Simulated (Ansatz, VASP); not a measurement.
**One calculation of GaN, two programs**

```
Ga N
1.0
     0.00000    2.22770    2.22770
     2.22770    0.00000    2.22770
     2.22770    2.22770    0.00000
Ga N
1 1
Direct
  0.00000 0.00000 0.00000
  0.75000 0.75000 0.75000
```

Alike in both runs: functional LDA; k mesh 10 × 10 × 10; no spin polarisation.

Ansatz relaxed the structure, and its values are those at the end. VASP's run is a single point on that final structure, the one shown.

|  | VASP | Ansatz |
| --- | --- | --- |
| version | VASP 6.6.1 | Ansatz 0.2.0 |
| potentials or method | VASP PAW LDA potentials, release 64 (Ga_d, N), cutoff 520 eV | scalar-relativistic, plane waves, PAW |
| occupations | gaussian, width 0.01 eV | fixed |
| valence electrons in the cell | 18 | 18 |

```csv
,VASP,Ansatz,Ansatz less VASP
gap on the k mesh at the Fermi level (eV),1.97,1.96,-0.017
least direct gap on the mesh (eV),1.97,1.96,-0.017
pressure (GPa),1.1,0.0,-1.13
```

LDA's correlation is that of Perdew and Zunger in VASP and of Perdew and Wang (1992) in Ansatz.
